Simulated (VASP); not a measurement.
# La2BeSe4 (R3m) in VASP: notebook

Runs on La2BeSe4. Level: PBE. Tasks: single point.

All numbers are computed with VASP 6.6.1; they aren't measurements. Logs are shortened: lines on timing, memory, paths and dates and some standing lists are left out, and cuts for length are marked.

## Step 1: The cell of the first run

Symmetry: R3m, No. 160, trigonal system. Conventional cell: a = 9.350 Å, b = 9.350 Å, c = 12.503 Å, α = 90.00°, β = 90.00°, γ = 120.00°. Within 3.7 Å of La (site symmetry 3m) lie 4 Se at 2.80 to 2.84 Å and 1 Be at 3.42 Å. Within 3.7 Å of La (site symmetry 3m) lie 4 Se at 2.80 to 2.84 Å and 1 Be at 3.40 Å. Be (site symmetry 3m) has 2 La at 3.40 to 3.42 Å and 6 Se at 4.67 Å within 4.7 Å. Within 3.7 Å of Se (site symmetry m) lie 2 La at 2.80 Å and 2 Se at 3.39 to 3.43 Å. Se (site symmetry 3m) has 2 La at 2.84 Å and 6 Se at 3.39 to 3.43 Å within 3.7 Å.

The cell was built from a structure type or drawn by symmetry, and may not be a known phase.

## Step 2: Single point, PBE

The input, INCAR:

```
PREC     = Accurate       # precision mode
ENCUT    = 520            # plane-wave cutoff, eV
EDIFF    = 1E-7           # SCF threshold, eV
ISMEAR   = 0              # smearing method
SIGMA    = 0.1            # smearing width, eV
LREAL    = False          # projectors in reciprocal space
LASPH    = True           # aspherical terms in the spheres
NELM     = 80             # most SCF steps
ALGO     = Normal         # electronic algorithm
ISIF     = 2              # what is computed and relaxed
LWAVE    = False          # write WAVECAR
LCHARG   = False          # write CHGCAR
GGA      = PE             # functional
NBANDS   = 33             # bands
```

The input, KPOINTS:

```
regular mesh
0
Gamma
  3 3 3
```

The input, POSCAR:

```
La2BeSe4
1.0
    4.6747978963      2.6989958252      4.1676853090
   -4.6747978963      2.6989958252      4.1676853090
    0.0000000000     -5.3979916463      4.1676853115
La Be Se
2 1 4
Direct
    0.7429269994      0.7429269994      0.7429269994
    0.1973924406      0.1973924406      0.1973924406
    0.4690303710      0.4690303710      0.4690303710
    0.9713792203      0.4724762772      0.9713792203
    0.9713792203      0.9713792203      0.4724762772
    0.4724762772      0.9713792203      0.9713792203
    0.9702964813      0.9702964813      0.9702964813
```

Potentials or basis: VASP PAW PBE potentials, release 64 (La, Be, Se).

Started as:

```console
$ cat potpaw_PBE.64/La/POTCAR potpaw_PBE.64/Be/POTCAR potpaw_PBE.64/Se/POTCAR > POTCAR
$ mpirun -np 1 vasp_std > vasp.out
```

OUTCAR:

```text
PREC = Accurate
   ENCUT = 520
   EDIFF = 1E-7
   ISMEAR = 0
   LREAL = False
   LASPH = True
   NELM = 80
   ISIF = 2
   GGA = PE

 ion  position               nearest neighbor table
   1  0.743  0.743  0.743-   4 2.80   6 2.80   5 2.80   7 2.84
   2  0.197  0.197  0.197-   4 2.80   6 2.80   5 2.80   7 2.84
   3  0.469  0.469  0.469-
   4  0.971  0.472  0.971-   1 2.80   2 2.80
   5  0.971  0.971  0.472-   1 2.80   2 2.80
   6  0.472  0.971  0.971-   1 2.80   2 2.80
   7  0.970  0.970  0.970-   2 2.84   1 2.84

  LATTYP: Found a trigonal (rhomboedric) cell.
 ALAT       =     6.8196711556
 COS(alpha) =     0.0602143516

  Lattice vectors:

 A1 = (   4.6747978963,   2.6989958252,   4.1676853090)
 A2 = (  -4.6747978963,   2.6989958252,   4.1676853090)
 A3 = (   0.0000000000,  -5.3979916463,   4.1676853115)

Analysis of symmetry for initial positions (statically):
=====================================================================
 Subroutine PRICEL returns:
 Original cell was already a primitive cell.

 Routine SETGRP: Setting up the symmetry group for a
 trigonal (rhombohedral) supercell.

 Subroutine GETGRP returns: Found  6 space group operations
 (whereof  6 operations were pure point group operations)
 out of a pool of 12 trial point group operations.

The static configuration has the point symmetry C_3v.

Analysis of symmetry for dynamics (positions and initial velocities):
=====================================================================
 Subroutine PRICEL returns:
 Original cell was already a primitive cell.

 Routine SETGRP: Setting up the symmetry group for a
 trigonal (rhombohedral) supercell.

 Subroutine GETGRP returns: Found  6 space group operations
 (whereof  6 operations were pure point group operations)
 out of a pool of 12 trial point group operations.

The dynamic configuration has the point symmetry C_3v.

 Subroutine INISYM returns: Found  6 space group operations
 (whereof  6 operations are pure point group operations),
 and found     1 'primitive' translations

----------------------------------------------------------------------------------------

                                     Primitive cell

  volume of cell :     315.5086

  direct lattice vectors                    reciprocal lattice vectors
     4.674797896  2.698995825  4.167685309     0.106956495  0.061751361  0.079980447
    -4.674797896  2.698995825  4.167685309    -0.106956495  0.061751361  0.079980447
     0.000000000 -5.397991646  4.167685311     0.000000000 -0.123502723  0.079980447

  length of vectors
     6.819671156  6.819671156  6.819671156     0.147138691  0.147138691  0.147138691

  position of ions in fractional coordinates (direct lattice)
     0.742926999  0.742926999  0.742926999
     0.197392441  0.197392441  0.197392441
     0.469030371  0.469030371  0.469030371
     0.971379220  0.472476277  0.971379220
     0.971379220  0.971379220  0.472476277
     0.472476277  0.971379220  0.971379220
     0.970296481  0.970296481  0.970296481

  ion indices of the primitive-cell ions
   primitive index   ion index
                 1           1
                 2           2
                 3           3
                 4           4
                 5           5
                 6           6
                 7           7

----------------------------------------------------------------------------------------

 KPOINTS: regular mesh

Automatic generation of k-mesh.
 Grid dimensions read from file:
 generate k-points for:    3    3    3

 Generating k-lattice:

  Cartesian coordinates                     Fractional coordinates (reciprocal lattice)
     0.035652165  0.020583787  0.026660149     0.333333333 -0.000000000  0.000000000
    -0.035652165  0.020583787  0.026660149    -0.000000000  0.333333333  0.000000000
     0.000000000 -0.041167574  0.026660149    -0.000000000 -0.000000000  0.333333333

  Length of vectors
     0.049046230  0.049046230  0.049046230

  Shift w.r.t. Gamma in fractional coordinates (k-lattice)
     0.000000000  0.000000000  0.000000000

 Subroutine IBZKPT returns following result:
 ===========================================

 Found      6 irreducible k-points:

 Following reciprocal coordinates:
            Coordinates               Weight
  0.000000  0.000000  0.000000      1.000000
  0.333333 -0.000000  0.000000      6.000000
  0.333333  0.333333  0.000000      6.000000
 -0.333333  0.333333  0.000000      6.000000
  0.333333  0.333333  0.333333      2.000000
 -0.333333  0.333333  0.333333      6.000000
   k-points           NKPTS =      6   k-points in BZ     NKDIM =      6   number of bands    NBANDS=     33
   number of dos      NEDOS =    301   number of ions     NIONS =      7
   total plane-waves  NPLWV = 157464
   dimension x,y,z NGX =    54 NGY =   54 NGZ =   54
   dimension x,y,z NGXF=   108 NGYF=  108 NGZF=  108
   ions per type =               2   1   4
   NGX,Y,Z   is equivalent  to a cutoff of  13.16, 13.16, 13.16 a.u.
   NGXF,Y,Z  is equivalent  to a cutoff of  26.33, 26.33, 26.33 a.u.
 SYSTEM =  unknown system
   PREC   = accura    normal or accurate (medium, high low for compatibility)
   ISTART =      0    job   : 0-new  1-cont  2-samecut
   ICHARG =      2    charge: 1-file 2-atom 10-const
   ISPIN  =      1    spin polarized calculation?
   LNONCOLLINEAR =      F non collinear calculations
   LSORBIT =      F    spin-orbit coupling
   LASPH  =      T    aspherical Exc in radial PAW
   ENCUT  =  520.0 eV  38.22 Ry    6.18 a.u.  12.68 12.68 12.68*2*pi/ulx,y,z
   NELM   =     80;   NELMIN=  2; NELMDL= -5     # of ELM steps
   EDIFF  = 0.1E-06   stopping-criterion for ELM
   LREAL  =      F    real-space projection
   EDIFFG = 0.1E-05   stopping-criterion for IOM
   NSW    =      0    number of steps for IOM
   IBRION =     -1    ionic relax: 0-MD 1-quasi-New 2-CG
   NFREE  =      0    steps in history (QN), initial steepest desc. (CG)
   ISIF   =      2    stress and relaxation
   ISYM   =      2    0-nonsym 1-usesym 2-fastsym
   POTIM  = 0.5000    time-step for ionic-motion
   TEBEG  =    0.0;   TEEND  =   0.0 temperature during run
   PSTRESS=    0.0 pullay stress
   NELECT =      48.0000    total number of electrons
   NUPDOWN=      -1.0000    fix difference up-down
   EMIN   =  10.00;   EMAX   =-10.00  energy-range for DOS
   EFERMI =   0.00;   METHOD = LEGACY
   ISMEAR =     0;   SIGMA  =   0.10  broadening in eV -4-tet -1-fermi 0-gaus
   EFERMI_NEDOS =   21; number of points for ismear=-14 and -15
   IALGO  =     38    algorithm
   IMIX   =      4    mixing-type and parameters
     AMIX     =   0.40;   BMIX     =  1.00
     AMIX_MAG =   1.60;   BMIX_MAG =  1.00
  volume/ion in A,a.u.               =      45.07       304.17
  Fermi-wavevector in a.u.,A,eV,Ry     =   0.873946  1.651519 10.391891  0.763782
  Thomas-Fermi vector in A             =   1.993409
   LORBIT       =      0    0 simple, 1 ext, 2 COOP (PROOUT), +10 PAW based schemes
   GGA     = PE    functional components
   LHFCALC =     F    Hartree Fock is set to
   AEXX    =    0.0000 exact exchange contribution
   IVDW    =     0    specifies the selected vdW correction
   LEPSILON=     F    determine dielectric tensor
   LRPA    =     F    only Hartree local field effects (RPA)
 non-spin polarized calculation
 Gauss-broadening in eV      SIGMA  =   0.10
  energy-cutoff  :      520.00
  volume of cell :      315.51
 maximum number of plane-waves:      8517
 NGX is ok and might be reduce to    54
   NGX = 25   NGY = 25   NGZ = 25

 number of electron      47.9999996 magnetization

 Free energy of the ion-electron system (eV)
  ---------------------------------------------------
  ext. energy  EPLUGINS =         0.00000000
  ---------------------------------------------------
  free energy    TOTEN  =       -29.95248745 eV

  energy without entropy =      -29.94958125  energy(sigma->0) =      -29.95103435

 E-fermi :   0.8232     XC(G=0):  -6.8615

 val. band max:        0.6690388766   @ k =  -0.3333   0.3333   0.0000
 cond. band min:       0.9025703914   @ k =   0.0000   0.0000   0.0000
 fundamental gap:      0.2335315148
 Fermi energy:         0.8231867879

 k-point     1 :       0.0000    0.0000    0.0000
  band No.  band energies     occupation
      1     -31.3514      2.00000
      2     -31.3307      2.00000
      3     -15.4352      2.00000
      4     -15.3627      2.00000
      5     -15.3627      2.00000
      6     -15.2743      2.00000
[... 25 lines left out ...]
     32       3.3237      0.00000
     33       3.4098      0.00000

 k-point     2 :       0.3333   -0.0000    0.0000
  band No.  band energies     occupation
      1     -31.3514      2.00000
      2     -31.3307      2.00000
      3     -15.4336      2.00000
      4     -15.3621      2.00000
      5     -15.3429      2.00000
      6     -15.2684      2.00000
[... 25 lines left out ...]
     32       3.4582      0.00000
     33       3.5061      0.00000

 k-point     3 :       0.3333    0.3333    0.0000
  band No.  band energies     occupation
      1     -31.3514      2.00000
      2     -31.3307      2.00000
      3     -15.4296      2.00000
      4     -15.3674      2.00000
      5     -15.3356      2.00000
      6     -15.2806      2.00000
[... 25 lines left out ...]
     32       3.4637      0.00000
     33       3.5107      0.00000

 k-point     4 :      -0.3333    0.3333    0.0000
  band No.  band energies     occupation
      1     -31.3513      2.00000
      2     -31.3307      2.00000
      3     -15.4322      2.00000
      4     -15.3662      2.00000
      5     -15.3214      2.00000
      6     -15.2696      2.00000
[... 25 lines left out ...]
     32       3.4701      0.00000
     33       3.4983      0.00000

 k-point     5 :       0.3333    0.3333    0.3333
  band No.  band energies     occupation
      1     -31.3513      2.00000
      2     -31.3307      2.00000
      3     -15.4161      2.00000
      4     -15.3645      2.00000
      5     -15.3645      2.00000
      6     -15.2936      2.00000
[... 25 lines left out ...]
     32       3.5018      0.00000
     33       3.5068      0.00000

 k-point     6 :      -0.3333    0.3333    0.3333
  band No.  band energies     occupation
      1     -31.3513      2.00000
      2     -31.3307      2.00000
      3     -15.4256      2.00000
      4     -15.3656      2.00000
      5     -15.3272      2.00000
      6     -15.2997      2.00000
[... 25 lines left out ...]
     32       3.4809      0.00000
     33       3.4965      0.00000

------------------------ aborting loop because EDIFF is reached ----------------------------------------

  FORCE on cell =-STRESS in cart. coord.  units (eV):
  Direction    XX          YY          ZZ          XY          YZ          ZX
  --------------------------------------------------------------------------------------
  -------------------------------------------------------------------------------------
  Total        0.1291749      0.1291749     -0.0398657     -0.0000000     -0.0000000     -0.0000000
  in kB        0.6559602      0.6559602     -0.2024410     -0.0000000     -0.0000000     -0.0000000
  external PRESSURE =       0.3698265 kB  Pullay stress =       0.0000000 kB

 VOLUME and BASIS-vectors are now :
 -----------------------------------------------------------------------------
  energy-cutoff  :      520.00
  volume of cell :      315.51
      direct lattice vectors                 reciprocal lattice vectors
     4.674797896  2.698995825  4.167685309     0.106956495  0.061751361  0.079980447
    -4.674797896  2.698995825  4.167685309    -0.106956495  0.061751361  0.079980447
     0.000000000 -5.397991646  4.167685311     0.000000000 -0.123502723  0.079980447

 POSITION                                       TOTAL-FORCE (eV/Angst)
 -----------------------------------------------------------------------------------
      0.00000      0.00000      9.28886         0.000000      0.000000      0.013617
      0.00000      0.00000      2.46801         0.000000     -0.000000     -0.012763
      0.00000      0.00000      5.86431         0.000000      0.000000      0.015613
      2.33227     -1.34654     10.06594         0.002473     -0.001428     -0.007259
      0.00000      2.69307     10.06594         0.000000      0.002856     -0.007259
     -2.33227     -1.34654     10.06594        -0.002473     -0.001428     -0.007259
      0.00000      0.00000     12.13167         0.000000      0.000000      0.005310
 -----------------------------------------------------------------------------------
    total drift:                               -0.000000      0.000000      0.001196

  FREE ENERGIE OF THE ION-ELECTRON SYSTEM (eV)
  ---------------------------------------------------
  free  energy   TOTEN  =       -29.9524874464 eV

  energy  without entropy=      -29.9495812533  energy(sigma->0) =      -29.95103435
```

It took 95 s on 1 thread of Intel Xeon 6975P-C (Granite Rapids), shared host; peak memory 0.42 GiB.

What came out:

```yaml
Free_energy: -29.9525 eV
Pressure: 0.0 GPa
Largest_force: 0.016 eV/Å
Band_gap_on_the_k_mesh: zero (bands 24 and 25 overlap by 1.24 eV)
```

Forces on the atoms (eV/Å):
```
La   0.000  0.000  0.014
La   0.000  0.000 -0.013
Be   0.000  0.000  0.016
Se   0.002 -0.001 -0.007
Se   0.000  0.003 -0.007
Se  -0.002 -0.001 -0.007
Se   0.000  0.000  0.005
```

Caveat: spin-orbit coupling is left out, which moves the levels of the heavy elements.

(Continued in part 2 of 2.)
